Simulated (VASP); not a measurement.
Set up this calculation in VASP 6.6.1, as the native input.

* Task: single point
* Functional: PBEsol
* Potentials or basis: VASP PAW PBE potentials, release 64 (Ca_sv)
* Cutoff: 520 eV
* k mesh: 11 × 11 × 6
* Occupations: fermi-dirac, width 0.1 eV
* Spin: no spin polarisation
* Dipole correction: no
* Further INCAR settings: ALGO = Normal; EDIFF = 1e-06; NBANDS = 17

The structure of Ca lies in POSCAR:

```
Ca
1.0
    3.8541369918      0.0000000000      0.0000000000
   -1.9270684959      3.3377805445      0.0000000000
    0.0000000000      0.0000000000      6.3472792847
Ca
2
Direct
    0.3333333333      0.6666666667      0.2500000000
    0.6666666667      0.3333333333      0.7500000000
```

This isn't the form of Ca at room conditions, which is fcc.

The input as run:

INCAR

```
SYSTEM = Ca
PREC     = Accurate       ! precision mode
ENCUT    = 520            ! plane-wave cutoff, eV
EDIFF    = 1E-6           ! SCF threshold, eV
ISMEAR   = -1             ! smearing method
SIGMA    = 0.1            ! smearing width, eV
LREAL    = .False.        ! projectors in reciprocal space
LASPH    = .True.         ! aspherical terms in the spheres
NELM     = 60             ! most SCF steps
ALGO     = Normal         ! electronic algorithm
ISIF     = 2              ! what is computed and relaxed
LWAVE    = .False.        ! write WAVECAR
LCHARG   = .False.        ! write CHGCAR
GGA      = PS             ! functional
NBANDS   = 17             ! bands
```

KPOINTS

```
Automatic mesh
0
Gamma
  11 11 6
  0 0 0
```

Potentials or basis: VASP PAW PBE potentials, release 64 (Ca_sv).

Run with:

```console
$ cat potpaw_PBE.64/Ca_sv/POTCAR > POTCAR
$ mpirun -np 1 vasp_std > vasp.out
```

It gave:

- Pressure: 0.0 GPa
- Band gap on the k mesh: zero (bands 10 and 11 overlap by 0.39 eV)

Caveat: the PAW data sets were made with another functional, which shifts forces and pressure a little.

Run time: 2.3 min on 1 thread of Intel Xeon 8259CL, on a shared host, peak memory 0.24 GiB.
